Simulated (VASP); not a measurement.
# AlN (Fm-3m) in VASP: single point with PBE

Aim: the single point of AlN with PBE.

Everything below comes from runs of VASP 6.6.1. Logs are shortened: lines on timing, memory, paths and dates and some standing lists are left out, and cuts for length are marked.

### 1 The cell of the first run

It takes space group Fm-3m (No. 225, cubic). The conventional cell has a = 3.938 Å, b = 3.938 Å, c = 3.938 Å, α = 90.00°, β = 90.00°, γ = 90.00°. Al (site symmetry m-3m) has 6 N at 1.97 Å within 2.6 Å. N (site symmetry m-3m) has 6 Al at 1.97 Å within 2.6 Å.

### 2 Single point, PBE

INCAR

```
PREC = Accurate
ENCUT = 600
EDIFF = 1E-6
ISMEAR = 0
SIGMA = 0.01
LREAL = False
LASPH = True
NELM = 120
ALGO = Normal
ISIF = 2
LWAVE = False
LCHARG = False
GGA = PE
NBANDS = 11
GGA_COMPAT = False
```

KPOINTS

```
Automatic mesh
0
Gamma
  10 10 10
```

POSCAR

```
AlN
1.0
    0.0000000000      1.9690000000      1.9690000000
    1.9690000000      0.0000000000      1.9690000000
    1.9690000000      1.9690000000      0.0000000000
Al N
1 1
Direct
    0.0000000000      0.0000000000      0.0000000000
    0.5000000000      0.5000000000      0.5000000000
```

Potentials or basis: VASP PAW PBE potentials, release 64 (Al, N).

Command:

```sh
$ cat potpaw_PBE.64/Al/POTCAR potpaw_PBE.64/N/POTCAR > POTCAR
$ mpirun -np 1 vasp_std > vasp.out
```

OUTCAR:

```text
PREC = Accurate
   ENCUT = 600
   EDIFF = 1E-6
   ISMEAR = 0
   LREAL = False
   LASPH = True
   NELM = 120
   ISIF = 2
   GGA = PE

 ion  position               nearest neighbor table
   1  0.000  0.000  0.000-   2 1.97   2 1.97   2 1.97   2 1.97   2 1.97   2 1.97
   2  0.500  0.500  0.500-   1 1.97   1 1.97   1 1.97   1 1.97   1 1.97   1 1.97

  LATTYP: Found a face centered cubic cell.
 ALAT       =     3.9380000000

  Lattice vectors:

 A1 = (   0.0000000000,   1.9690000000,   1.9690000000)
 A2 = (   1.9690000000,   0.0000000000,   1.9690000000)
 A3 = (   1.9690000000,   1.9690000000,   0.0000000000)

Analysis of symmetry for initial positions (statically):
=====================================================================
 Subroutine PRICEL returns:
 Original cell was already a primitive cell.

 Routine SETGRP: Setting up the symmetry group for a
 face centered cubic supercell.

 Subroutine GETGRP returns: Found 48 space group operations
 (whereof 48 operations were pure point group operations)
 out of a pool of 48 trial point group operations.

The static configuration has the point symmetry O_h .

Analysis of symmetry for dynamics (positions and initial velocities):
=====================================================================
 Subroutine PRICEL returns:
 Original cell was already a primitive cell.

 Routine SETGRP: Setting up the symmetry group for a
 face centered cubic supercell.

 Subroutine GETGRP returns: Found 48 space group operations
 (whereof 48 operations were pure point group operations)
 out of a pool of 48 trial point group operations.

The dynamic configuration has the point symmetry O_h .

 Subroutine INISYM returns: Found 48 space group operations
 (whereof 48 operations are pure point group operations),
 and found     1 'primitive' translations

----------------------------------------------------------------------------------------

                                     Primitive cell

  volume of cell :      15.2675

  direct lattice vectors                    reciprocal lattice vectors
     0.000000000  1.969000000  1.969000000    -0.253936008  0.253936008  0.253936008
     1.969000000  0.000000000  1.969000000     0.253936008 -0.253936008  0.253936008
     1.969000000  1.969000000  0.000000000     0.253936008  0.253936008 -0.253936008

  length of vectors
     2.784586504  2.784586504  2.784586504     0.439830068  0.439830068  0.439830068

  position of ions in fractional coordinates (direct lattice)
     0.000000000  0.000000000  0.000000000
     0.500000000  0.500000000  0.500000000

  ion indices of the primitive-cell ions
   primitive index   ion index
                 1           1
                 2           2

----------------------------------------------------------------------------------------

 KPOINTS: Automatic mesh

Automatic generation of k-mesh.
 Grid dimensions read from file:
 generate k-points for:   10   10   10

 Generating k-lattice:

  Cartesian coordinates                     Fractional coordinates (reciprocal lattice)
    -0.025393601  0.025393601  0.025393601     0.100000000  0.000000000  0.000000000
     0.025393601 -0.025393601  0.025393601     0.000000000  0.100000000  0.000000000
     0.025393601  0.025393601 -0.025393601     0.000000000  0.000000000  0.100000000

  Length of vectors
     0.043983007  0.043983007  0.043983007

  Shift w.r.t. Gamma in fractional coordinates (k-lattice)
     0.000000000  0.000000000  0.000000000

 Subroutine IBZKPT returns following result:
 ===========================================

 Found     47 irreducible k-points:

 Following reciprocal coordinates:
            Coordinates               Weight
  0.000000  0.000000  0.000000      1.000000
  0.100000  0.000000  0.000000      8.000000
  0.200000  0.000000  0.000000      8.000000
  0.300000  0.000000  0.000000      8.000000
  0.400000  0.000000  0.000000      8.000000
  0.500000  0.000000  0.000000      4.000000
[... 16 lines left out ...]
  0.300000  0.300000  0.000000      6.000000
  0.400000  0.300000  0.000000     24.000000
 [... further k-points ...]
   k-points           NKPTS =     47   k-points in BZ     NKDIM =     47   number of bands    NBANDS=     11
   number of dos      NEDOS =    301   number of ions     NIONS =      2
   total plane-waves  NPLWV =  13824
   dimension x,y,z NGX =    24 NGY =   24 NGZ =   24
   dimension x,y,z NGXF=    48 NGYF=   48 NGZF=   48
   ions per type =               1   1
   NGX,Y,Z   is equivalent  to a cutoff of  14.33, 14.33, 14.33 a.u.
   NGXF,Y,Z  is equivalent  to a cutoff of  28.66, 28.66, 28.66 a.u.
 SYSTEM =  unknown system
   PREC   = accura    normal or accurate (medium, high low for compatibility)
   ISTART =      0    job   : 0-new  1-cont  2-samecut
   ICHARG =      2    charge: 1-file 2-atom 10-const
   ISPIN  =      1    spin polarized calculation?
   LNONCOLLINEAR =      F non collinear calculations
   LSORBIT =      F    spin-orbit coupling
   LASPH  =      T    aspherical Exc in radial PAW
   ENCUT  =  600.0 eV  44.10 Ry    6.64 a.u.   5.56  5.56  5.56*2*pi/ulx,y,z
   NELM   =    120;   NELMIN=  2; NELMDL= -5     # of ELM steps
   EDIFF  = 0.1E-05   stopping-criterion for ELM
   LREAL  =      F    real-space projection
   EDIFFG = 0.1E-04   stopping-criterion for IOM
   NSW    =      0    number of steps for IOM
   IBRION =     -1    ionic relax: 0-MD 1-quasi-New 2-CG
   NFREE  =      0    steps in history (QN), initial steepest desc. (CG)
   ISIF   =      2    stress and relaxation
   ISYM   =      2    0-nonsym 1-usesym 2-fastsym
   POTIM  = 0.5000    time-step for ionic-motion
   TEBEG  =    0.0;   TEEND  =   0.0 temperature during run
   PSTRESS=    0.0 pullay stress
   NELECT =       8.0000    total number of electrons
   NUPDOWN=      -1.0000    fix difference up-down
   EMIN   =  10.00;   EMAX   =-10.00  energy-range for DOS
   EFERMI =   0.00;   METHOD = LEGACY
   ISMEAR =     0;   SIGMA  =   0.01  broadening in eV -4-tet -1-fermi 0-gaus
   EFERMI_NEDOS =   21; number of points for ismear=-14 and -15
   IALGO  =     38    algorithm
   IMIX   =      4    mixing-type and parameters
     AMIX     =   0.40;   BMIX     =  1.00
     AMIX_MAG =   1.60;   BMIX_MAG =  1.00
  volume/ion in A,a.u.               =       7.63        51.51
  Fermi-wavevector in a.u.,A,eV,Ry     =   1.319823  2.494104 23.700443  1.741933
  Thomas-Fermi vector in A             =   2.449694
   LORBIT       =      0    0 simple, 1 ext, 2 COOP (PROOUT), +10 PAW based schemes
   GGA     = PE    functional components
   LHFCALC =     F    Hartree Fock is set to
   AEXX    =    0.0000 exact exchange contribution
   IVDW    =     0    specifies the selected vdW correction
   LEPSILON=     F    determine dielectric tensor
   LRPA    =     F    only Hartree local field effects (RPA)
 non-spin polarized calculation
 Gauss-broadening in eV      SIGMA  =   0.01
  energy-cutoff  :      600.00
  volume of cell :       15.27
 maximum number of plane-waves:       532
 NGX is ok and might be reduce to    24
   NGX = 11   NGY = 11   NGZ = 11

 number of electron       8.0000000 magnetization

 Free energy of the ion-electron system (eV)
  ---------------------------------------------------
  ext. energy  EPLUGINS =         0.00000000
  ---------------------------------------------------
  free energy    TOTEN  =       -14.40976016 eV

  energy without entropy =      -14.40976016  energy(sigma->0) =      -14.40976016

 E-fermi :  11.1045     XC(G=0): -12.6612

 val. band max:       11.0245677817   @ k =   0.0000   0.0000   0.0000
 cond. band min:      16.1829886115   @ k =   0.5000   0.5000   0.0000
 fundamental gap:      5.1584208298
 Fermi energy:        11.1044724708

 k-point     1 :       0.0000    0.0000    0.0000
  band No.  band energies     occupation
      1      -7.2700      2.00000
      2      11.0246      2.00000
      3      11.0246      2.00000
      4      11.0246      2.00000
      5      17.8928      0.00000
      6      23.4441      0.00000
      7      23.4441      0.00000
      8      23.4441      0.00000
      9      28.8042      0.00000
     10      29.4033      0.00000
     11      29.4033      0.00000

 k-point     2 :       0.1000    0.0000    0.0000
  band No.  band energies     occupation
      1      -7.0490      2.00000
      2       9.9964      2.00000
      3      10.8837      2.00000
      4      10.8837      2.00000
      5      18.4630      0.00000
      6      22.5525      0.00000
      7      23.7854      0.00000
      8      23.7854      0.00000
      9      28.0364      0.00000
     10      28.0364      0.00000
     11      30.2662      0.00000

 k-point     3 :       0.2000    0.0000    0.0000
  band No.  band energies     occupation
      1      -6.4045      2.00000
      2       7.7544      2.00000
      3      10.5432      2.00000
      4      10.5432      2.00000
      5      18.8398      0.00000
      6      22.3301      0.00000
      7      24.1461      0.00000
      8      24.1461      0.00000
      9      27.3657      0.00000
     10      27.3657      0.00000
     11      29.8467      0.00000

 k-point     4 :       0.3000    0.0000    0.0000
  band No.  band energies     occupation
      1      -5.4096      2.00000
      2       5.2681      2.00000
      3      10.1677      2.00000
      4      10.1677      2.00000
      5      18.3062      0.00000
      6      23.5536      0.00000
      7      23.5536      0.00000
      8      23.6313      0.00000
      9      28.8395      0.00000
     10      28.8395      0.00000
     11      28.9293      0.00000
[... 239 lines left out ...]
 k-point    22 :      -0.2000    0.2000    0.0000
  band No.  band energies     occupation
      1      -5.0881      2.00000
      2       5.8764      2.00000
      3       7.8234      2.00000
      4      10.2242      2.00000
      5      20.5119      0.00000
      6      21.3838      0.00000
      7      22.8186      0.00000
      8      24.4071      0.00000
      9      26.4747      0.00000
     10      31.0063      0.00000
     11      32.8903      0.00000

 k-point    23 :       0.3000    0.3000    0.0000
  band No.  band energies     occupation
      1      -4.8256      2.00000
      2       5.9807      2.00000
      3       8.8394      2.00000
      4       8.8394      2.00000
      5      17.6619      0.00000
      6      18.7776      0.00000
      7      23.7451      0.00000
      8      27.6327      0.00000
      9      27.6327      0.00000
     10      32.3166      0.00000
     11      36.4075      0.00000

 k-point    24 :       0.4000    0.3000    0.0000
  band No.  band energies     occupation
      1      -3.9896      2.00000
      2       4.8466      2.00000
      3       8.0035      2.00000
      4       8.5616      2.00000
      5      17.4875      0.00000
      6      18.4405      0.00000
      7      24.1734      0.00000
      8      27.6417      0.00000
      9      28.5117      0.00000
     10      33.7542      0.00000
     11      37.0534      0.00000

 [... further k-points ...]

------------------------ aborting loop because EDIFF is reached ----------------------------------------

  FORCE on cell =-STRESS in cart. coord.  units (eV):
  Direction    XX          YY          ZZ          XY          YZ          ZX
  --------------------------------------------------------------------------------------
  -------------------------------------------------------------------------------------
  Total        2.8561367      2.8561367      2.8561367     -0.0000000     -0.0000000     -0.0000000
  in kB      299.7246271    299.7246271    299.7246271     -0.0000000     -0.0000000     -0.0000000
  external PRESSURE =     299.7246271 kB  Pullay stress =       0.0000000 kB

 VOLUME and BASIS-vectors are now :
 -----------------------------------------------------------------------------
  energy-cutoff  :      600.00
  volume of cell :       15.27
      direct lattice vectors                 reciprocal lattice vectors
     0.000000000  1.969000000  1.969000000    -0.253936008  0.253936008  0.253936008
     1.969000000  0.000000000  1.969000000     0.253936008 -0.253936008  0.253936008
     1.969000000  1.969000000  0.000000000     0.253936008  0.253936008 -0.253936008

 POSITION                                       TOTAL-FORCE (eV/Angst)
 -----------------------------------------------------------------------------------
      0.00000      0.00000      0.00000         0.000000      0.000000     -0.000000
      1.96900      1.96900      1.96900         0.000000     -0.000000      0.000000
 -----------------------------------------------------------------------------------
    total drift:                               -0.000000     -0.000000      0.000000

  FREE ENERGIE OF THE ION-ELECTRON SYSTEM (eV)
  ---------------------------------------------------
  free  energy   TOTEN  =       -14.4097601646 eV

  energy  without entropy=      -14.4097601646  energy(sigma->0) =      -14.40976016
```

Wall time 7.2 s (1 thread of Intel Xeon Platinum 8259CL at 2.50GHz (Skylake/Cascade Lake), shared host); peak memory 0.13 GiB.

Results:

```yaml
Free_energy: -14.4098 eV
Pressure: 30.0 GPa
Band_gap_on_the_k_mesh: 5.16 eV (least direct gap 6.87 eV)
```

Levels at points of the mesh, in eV from the valence-band top:
```
           k point  band 1  band 2  band 3  band 4  band 5  band 6  band 7  band 8  band 9
(0.00, 0.00, 0.00)  -18.29    0.00    0.00    0.00    6.87   12.42   12.42   12.42   17.78
(0.50, 0.00, 0.00)  -14.71   -8.83   -1.23   -1.23    6.65   11.66   11.66   14.50   17.02
(0.50, 0.50, 0.00)  -13.61   -7.93   -3.01   -3.01    5.16    5.40   15.05   18.54   18.54
```

Caveat: the cell stands under pressure. A k mesh can miss the band edges.
